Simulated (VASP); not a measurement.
# InC3S (Pm-3m) in VASP: density of states with PBE

Aim: the density of states of InC3S with PBE.

Everything below comes from runs of VASP 6.6.1. Logs are shortened: lines on timing, memory, paths and dates and some standing lists are left out, and cuts for length are marked.

### Step 1. The cell of the first run

The structure is cubic, space group Pm-3m (No. 221). The conventional cell has a = 3.767 Å, b = 3.767 Å, c = 3.767 Å, α = 90.00°, β = 90.00°, γ = 90.00°. Within 3.5 Å of In (site symmetry m-3m) lie 12 C at 2.66 Å and 8 S at 3.26 Å. Within 2.5 Å of C (site symmetry 4/mmm) lie 2 S at 1.88 Å. S (site symmetry m-3m) has 6 C at 1.88 Å within 2.5 Å.

### Step 2. Density of states, PBE

The input, POSCAR:

```
InC3S
1.0
    3.7674939575      0.0000000000      0.0000000000
    0.0000000000      3.7674939575      0.0000000000
    0.0000000000      0.0000000000      3.7674939575
In C S
1 3 1
Direct
    0.0000000000      0.0000000000      0.0000000000
    0.0000000000      0.5000000000      0.5000000000
    0.5000000000      0.5000000000      0.0000000000
    0.5000000000      0.0000000000      0.5000000000
    0.5000000000      0.5000000000      0.5000000000
```

The input, INCAR.step1:

```
  PREC = Accurate
  ENCUT = 520
  EDIFF = 1E-7
  ISMEAR = 0
  SIGMA = 0.1
  LREAL = F
  LASPH = T
  NELM = 100
  ALGO = Normal
  ISIF = 2
  LWAVE = F
  LCHARG = T
  GGA = PE
  NBANDS = 24
```

The input, KPOINTS.step1:

```
regular mesh
0
Gamma
  10 10 10
```

The input, INCAR.step2:

```
  PREC = Accurate
  ENCUT = 520
  EDIFF = 1E-7
  ISMEAR = -5
  SIGMA = 0.1
  LREAL = F
  LASPH = T
  NELM = 100
  ALGO = Normal
  ISIF = 2
  LWAVE = F
  LCHARG = F
  GGA = PE
  LORBIT = 10
  NBANDS = 24
  NEDOS = 2001
  ICHARG = 11
```

The input, KPOINTS.step2:

```
regular mesh
0
Gamma
  15 15 15
```

Potentials or basis: VASP PAW PBE potentials, release 64 (In_d, C, S).

The run is started by

```
$ cat potpaw_PBE.64/In_d/POTCAR potpaw_PBE.64/C/POTCAR potpaw_PBE.64/S/POTCAR > POTCAR
$ cp INCAR.step1 INCAR
$ cp KPOINTS.step1 KPOINTS
$ mpirun -np 1 vasp_std > vasp.out
$ cp INCAR.step2 INCAR
$ cp KPOINTS.step2 KPOINTS
$ mpirun -np 1 vasp_std > vasp.out
```

OUTCAR:

```text
PREC = Accurate
   ENCUT = 520
   EDIFF = 1E-7
   ISMEAR = -5
   LREAL = F
   LASPH = T
   NELM = 100
   ISIF = 2
   GGA = PE
   LORBIT = 10
   ICHARG = 11

 ion  position               nearest neighbor table
   1  0.000  0.000  0.000-   2 2.66   3 2.66   4 2.66   2 2.66   4 2.66   2 2.66   3 2.66   2 2.66
                             3 2.66   4 2.66   4 2.66   3 2.66   5 3.26   5 3.26   5 3.26   5 3.26
   2  0.000  0.500  0.500-   5 1.88   5 1.88   1 2.66   1 2.66   1 2.66   1 2.66
   3  0.500  0.500  0.000-   5 1.88   5 1.88   1 2.66   1 2.66   1 2.66   1 2.66
   4  0.500  0.000  0.500-   5 1.88   5 1.88   1 2.66   1 2.66   1 2.66   1 2.66
   5  0.500  0.500  0.500-   2 1.88   3 1.88   4 1.88   3 1.88   4 1.88   2 1.88   1 3.26   1 3.26
                             1 3.26   1 3.26   1 3.26   1 3.26   1 3.26   1 3.26

  LATTYP: Found a simple cubic cell.
 ALAT       =     3.7674939575

  Lattice vectors:

 A1 = (   3.7674939575,   0.0000000000,   0.0000000000)
 A2 = (   0.0000000000,   3.7674939575,   0.0000000000)
 A3 = (   0.0000000000,   0.0000000000,   3.7674939575)

Analysis of symmetry for initial positions (statically):
=====================================================================
 Subroutine PRICEL returns:
 Original cell was already a primitive cell.

 Routine SETGRP: Setting up the symmetry group for a
 simple cubic supercell.

 Subroutine GETGRP returns: Found 48 space group operations
 (whereof 48 operations were pure point group operations)
 out of a pool of 48 trial point group operations.

The static configuration has the point symmetry O_h .

Analysis of symmetry for dynamics (positions and initial velocities):
=====================================================================
 Subroutine PRICEL returns:
 Original cell was already a primitive cell.

 Routine SETGRP: Setting up the symmetry group for a
 simple cubic supercell.

 Subroutine GETGRP returns: Found 48 space group operations
 (whereof 48 operations were pure point group operations)
 out of a pool of 48 trial point group operations.

The dynamic configuration has the point symmetry O_h .

 Subroutine INISYM returns: Found 48 space group operations
 (whereof 48 operations are pure point group operations),
 and found     1 'primitive' translations

----------------------------------------------------------------------------------------

                                     Primitive cell

  volume of cell :      53.4758

  direct lattice vectors                    reciprocal lattice vectors
     3.767493958  0.000000000  0.000000000     0.265428428  0.000000000  0.000000000
     0.000000000  3.767493958  0.000000000     0.000000000  0.265428428  0.000000000
     0.000000000  0.000000000  3.767493958     0.000000000  0.000000000  0.265428428

  length of vectors
     3.767493958  3.767493958  3.767493958     0.265428428  0.265428428  0.265428428

  position of ions in fractional coordinates (direct lattice)
     0.000000000  0.000000000  0.000000000
     0.000000000  0.500000000  0.500000000
     0.500000000  0.500000000  0.000000000
     0.500000000  0.000000000  0.500000000
     0.500000000  0.500000000  0.500000000

  ion indices of the primitive-cell ions
   primitive index   ion index
                 1           1
                 2           2
                 3           3
                 4           4
                 5           5

----------------------------------------------------------------------------------------

 KPOINTS: regular mesh

Automatic generation of k-mesh.
 Grid dimensions read from file:
 generate k-points for:   15   15   15

 Generating k-lattice:

  Cartesian coordinates                     Fractional coordinates (reciprocal lattice)
     0.017695229  0.000000000  0.000000000     0.066666667  0.000000000  0.000000000
     0.000000000  0.017695229  0.000000000     0.000000000  0.066666667  0.000000000
     0.000000000  0.000000000  0.017695229     0.000000000  0.000000000  0.066666667

  Length of vectors
     0.017695229  0.017695229  0.017695229

  Shift w.r.t. Gamma in fractional coordinates (k-lattice)
     0.000000000  0.000000000  0.000000000

 TETIRR: Found   1667 inequivalent tetrahedra from    20250

 Subroutine IBZKPT returns following result:
 ===========================================

 Found    120 irreducible k-points:

 Following reciprocal coordinates:
            Coordinates               Weight
  0.000000  0.000000  0.000000      1.000000
  0.066667  0.000000  0.000000      6.000000
  0.133333  0.000000  0.000000      6.000000
  0.200000  0.000000  0.000000      6.000000
  0.266667  0.000000  0.000000      6.000000
  0.333333  0.000000  0.000000      6.000000
[... 16 lines left out ...]
  0.266667  0.200000  0.000000     24.000000
  0.333333  0.200000  0.000000     24.000000
 [... further k-points ...]
   k-points           NKPTS =    120   k-points in BZ     NKDIM =    120   number of bands    NBANDS=     24
   number of dos      NEDOS =   2001   number of ions     NIONS =      5
   total plane-waves  NPLWV =  21952
   dimension x,y,z NGX =    28 NGY =   28 NGZ =   28
   dimension x,y,z NGXF=    56 NGYF=   56 NGZF=   56
   ions per type =               1   3   1
   NGX,Y,Z   is equivalent  to a cutoff of  12.36, 12.36, 12.36 a.u.
   NGXF,Y,Z  is equivalent  to a cutoff of  24.71, 24.71, 24.71 a.u.
 SYSTEM =  unknown system
   PREC   = accura    normal or accurate (medium, high low for compatibility)
   ISTART =      0    job   : 0-new  1-cont  2-samecut
   ICHARG =     11    charge: 1-file 2-atom 10-const
   ISPIN  =      1    spin polarized calculation?
   LNONCOLLINEAR =      F non collinear calculations
   LSORBIT =      F    spin-orbit coupling
   LASPH  =      T    aspherical Exc in radial PAW
   ENCUT  =  520.0 eV  38.22 Ry    6.18 a.u.   7.01  7.01  7.01*2*pi/ulx,y,z
   NELM   =    100;   NELMIN=  2; NELMDL=  0     # of ELM steps
   EDIFF  = 0.1E-06   stopping-criterion for ELM
   LREAL  =      F    real-space projection
   EDIFFG = 0.1E-05   stopping-criterion for IOM
   NSW    =      0    number of steps for IOM
   IBRION =     -1    ionic relax: 0-MD 1-quasi-New 2-CG
   NFREE  =      0    steps in history (QN), initial steepest desc. (CG)
   ISIF   =      2    stress and relaxation
   ISYM   =      2    0-nonsym 1-usesym 2-fastsym
   POTIM  = 0.5000    time-step for ionic-motion
   TEBEG  =    0.0;   TEEND  =   0.0 temperature during run
   PSTRESS=    0.0 pullay stress
   NELECT =      31.0000    total number of electrons
   NUPDOWN=      -1.0000    fix difference up-down
   EMIN   =  10.00;   EMAX   =-10.00  energy-range for DOS
   EFERMI =   0.00;   METHOD = LEGACY
   ISMEAR =    -5;   SIGMA  =   0.10  broadening in eV -4-tet -1-fermi 0-gaus
   EFERMI_NEDOS =   21; number of points for ismear=-14 and -15
   IALGO  =     38    algorithm
   IMIX   =      4    mixing-type and parameters
     AMIX     =   0.40;   BMIX     =  1.00
     AMIX_MAG =   1.60;   BMIX_MAG =  1.00
  volume/ion in A,a.u.               =      10.70        72.17
  Fermi-wavevector in a.u.,A,eV,Ry     =   1.365032  2.579536 25.351904  1.863312
  Thomas-Fermi vector in A             =   2.491296
   LORBIT       =     10    0 simple, 1 ext, 2 COOP (PROOUT), +10 PAW based schemes
   GGA     = PE    functional components
   LHFCALC =     F    Hartree Fock is set to
   AEXX    =    0.0000 exact exchange contribution
   IVDW    =     0    specifies the selected vdW correction
   LEPSILON=     F    determine dielectric tensor
   LRPA    =     F    only Hartree local field effects (RPA)
 non-spin polarized calculation
 Fermi weights with tetrahedron method with Bloechl corrections
  energy-cutoff  :      520.00
  volume of cell :       53.48
 maximum number of plane-waves:      1463

 number of electron      30.9999994 magnetization

 Free energy of the ion-electron system (eV)
  ---------------------------------------------------
  ext. energy  EPLUGINS =         0.00000000
  ---------------------------------------------------
  free energy    TOTEN  =       -21.96455239 eV

  energy without entropy =      -21.96455239  energy(sigma->0) =      -21.96455239

 E-fermi :   9.4513     XC(G=0): -12.1112

 val. band max:        9.5287952051   @ k =   0.4000   0.3333   0.1333
 cond. band min:       9.3807964138   @ k =   0.4000   0.2667   0.0000
 fundamental gap:     -0.1479987913
 Fermi energy:         9.4512749957

 k-point     1 :       0.0000    0.0000    0.0000
  band No.  band energies     occupation
      1      -9.9087      2.00000
      2      -4.9993      2.00000
      3      -4.9993      2.00000
      4      -4.7850      2.00000
      5      -4.7850      2.00000
      6      -4.7850      2.00000
[... 16 lines left out ...]
     23      18.9074      0.00000
     24      18.9074      0.00000

 k-point     2 :       0.0667    0.0000    0.0000
  band No.  band energies     occupation
      1      -9.8839      2.00000
      2      -4.9965      2.00000
      3      -4.9962      2.00000
      4      -4.7905      2.00000
      5      -4.7905      2.00000
      6      -4.7846      2.00000
[... 16 lines left out ...]
     23      18.5255      0.00000
     24      19.0286      0.00000

 k-point     3 :       0.1333    0.0000    0.0000
  band No.  band energies     occupation
      1      -9.8117      2.00000
      2      -4.9901      2.00000
      3      -4.9876      2.00000
      4      -4.8062      2.00000
      5      -4.8062      2.00000
      6      -4.7838      2.00000
[... 16 lines left out ...]
     23      17.7895      0.00000
     24      19.3776      0.00000
[... 514 lines left out ...]
 k-point    23 :       0.2667    0.2000    0.0000
  band No.  band energies     occupation
      1      -9.3646      2.00000
      2      -4.9761      2.00000
      3      -4.9233      2.00000
      4      -4.8647      2.00000
      5      -4.8481      2.00000
      6      -4.8151      2.00000
[... 16 lines left out ...]
     23      18.8370      0.00000
     24      18.9703      0.00000

 k-point    24 :       0.3333    0.2000    0.0000
  band No.  band energies     occupation
      1      -9.2235      2.00000
      2      -4.9875      2.00000
      3      -4.9084      2.00000
      4      -4.8704      2.00000
      5      -4.8681      2.00000
      6      -4.8129      2.00000
[... 16 lines left out ...]
     23      18.5489      0.00000
     24      18.7617      0.00000

 [... further k-points ...]
[... 5 lines left out ...]
  --------------------------------------------------------------------------------------
  -------------------------------------------------------------------------------------
  Total        0.3418703      0.3418703      0.3418703      0.0000000     -0.0000000      0.0000000
  in kB       10.2426941     10.2426941     10.2426941      0.0000000     -0.0000000      0.0000000
  external PRESSURE =      10.2426941 kB  Pullay stress =       0.0000000 kB

 VOLUME and BASIS-vectors are now :
 -----------------------------------------------------------------------------
  energy-cutoff  :      520.00
  volume of cell :       53.48
      direct lattice vectors                 reciprocal lattice vectors
     3.767493958  0.000000000  0.000000000     0.265428428  0.000000000  0.000000000
     0.000000000  3.767493958  0.000000000     0.000000000  0.265428428  0.000000000
     0.000000000  0.000000000  3.767493958     0.000000000  0.000000000  0.265428428

 POSITION                                       TOTAL-FORCE (eV/Angst)
 -----------------------------------------------------------------------------------
      0.00000      0.00000      0.00000         0.000000      0.000000      0.000000
      0.00000      1.88375      1.88375         0.000000      0.000000      0.000000
      1.88375      1.88375      0.00000         0.000000      0.000000      0.000000
      1.88375      0.00000      1.88375         0.000000      0.000000      0.000000
      1.88375      1.88375      1.88375         0.000000      0.000000      0.000000
 -----------------------------------------------------------------------------------
    total drift:                               -0.000000      0.000000      0.000000

  FREE ENERGIE OF THE ION-ELECTRON SYSTEM (eV)
  ---------------------------------------------------
  free  energy   TOTEN  =       -21.9645523855 eV

  energy  without entropy=      -21.9645523855  energy(sigma->0) =      -21.96455239

 total charge

# of ion       s       p       d       tot
------------------------------------------
    1        0.807   0.571   9.927  11.305
    2        0.936   1.327   0.000   2.264
    3        0.936   1.327   0.000   2.264
    4        0.936   1.327   0.000   2.264
    5        1.338   2.036   0.000   3.374
--------------------------------------------------
tot          4.954   6.588   9.927  21.470
```

Wall time 2.5 min (1 thread of Intel Xeon Platinum 8375C at 2.90GHz (Ice Lake), shared host); peak memory 0.25 GiB.

What came out:

```
Valence electrons inside the program's atomic spheres : In 11.30; C 2.26; S 3.37
```

Caveat: spin-orbit coupling is left out, which moves the levels of the heavy elements; tetrahedron occupations give inexact forces and stress in metals.
